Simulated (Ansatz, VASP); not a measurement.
One calculation of Al3Ni2, two programs

Contents of POSCAR:

```
Al3Ni2
1.0
    4.3072254643      0.0000000000      0.0000000000
   -2.1536127322      3.7301666719      0.0000000000
    0.0000000000      0.0000000000      4.8615270261
Al Ni
3 2
Direct
    0.0000000000      0.0000000000      0.0000000000
    0.3333333333      0.6666666667      0.6484376367
    0.6666666667      0.3333333333      0.3515623633
    0.3333333333      0.6666666667      0.1462123368
    0.6666666667      0.3333333333      0.8537876632
```

The input INCAR.step1:

```
PREC = Accurate ; ENCUT = 520
ISMEAR = 0 ; SIGMA = 0.15
LREAL = False ; LASPH = True
NELM = 80 ; NBANDS = 22
GGA = PE ; ALGO = Normal
EDIFF = 1E-4 ; LWAVE = True
LCHARG = False
```

Contents of INCAR.step2:

```
PREC = Accurate ; ENCUT = 520
EDIFF = 1E-7 ; ISMEAR = 0
SIGMA = 0.15 ; LREAL = False
LASPH = True ; NELM = 80
ALGO = Normal ; ISIF = 2
LWAVE = False ; LCHARG = False
METAGGA = R2SCAN ; LMIXTAU = True
NBANDS = 22 ; ISTART = 1
```

The input KPOINTS:

```
regular mesh
0
Gamma
  12 12 10
```

Input for Ansatz:

```yaml
crystal:
  lattice:
    - [4.3072254643, 0.0, 0.0]
    - [-2.1536127322, 3.7301666719, 0.0]
    - [0.0, 0.0, 4.8615270261]
  atoms:
    - { symbol: Al, position: [0.0, 0.0, 0.0] }
    - { symbol: Al, position: [0.3333333333, 0.6666666667, 0.6484376367] }
    - { symbol: Al, position: [0.6666666667, 0.3333333333, 0.3515623633] }
    - { symbol: Ni, position: [0.3333333333, 0.6666666667, 0.1462123368] }
    - { symbol: Ni, position: [0.6666666667, 0.3333333333, 0.8537876632] }
basis:
  ecutwfc: 500
kpoints:
  mp_grid: { grid: [12, 12, 10] }
hamiltonian:
  xc: r2scan
scf:
  occupations: { method: gaussian, width: 0.15 }
output:
  forces: true
  stress: true
  eigenvalues: true
  write_density: true
  write_potential: true
  elf: true
  volumetric_format: npy
```

Change from the starting cell: strain +0.0750 x Voigt [1, 1, 0, 0, 0, 0], atoms carried along.

Alike in both runs: task single point; functional r2SCAN; k mesh 12 × 12 × 10; occupations gaussian, width 0.15 eV; no spin polarisation.

|  | VASP | Ansatz |
| --- | --- | --- |
| version | VASP 6.6.1 | Ansatz 0.2.0 |
| potentials or method | VASP PAW PBE potentials, release 64 (Al, Ni), cutoff 520 eV | scalar-relativistic, plane waves, PAW |
| valence electrons in the cell | 29 | 45 |

```csv
,VASP,Ansatz,Ansatz less VASP
gap on the k mesh at the Fermi level (eV),none,none,-
pressure (GPa),-14.7,-14.5,+0.11
"traceless stress, the component that is largest in VASP (GPa)",8.13,8.14,+0.010
rms of the force components (eV/Å),0.065,0.071,+0.0059
```

VASP's potentials were made for PBE, not for r2SCAN. Atom by atom the forces differ by 0.006 eV/Å (rms over components). A gap of «none» marks a metal or a gap that the smearing closes. The functional is the same, so the differences come from potentials, cutoffs and numerics. VASP's potentials hold 29 valence electrons a cell and Ansatz's 45, so a difference there can come from the potentials and not from the codes.
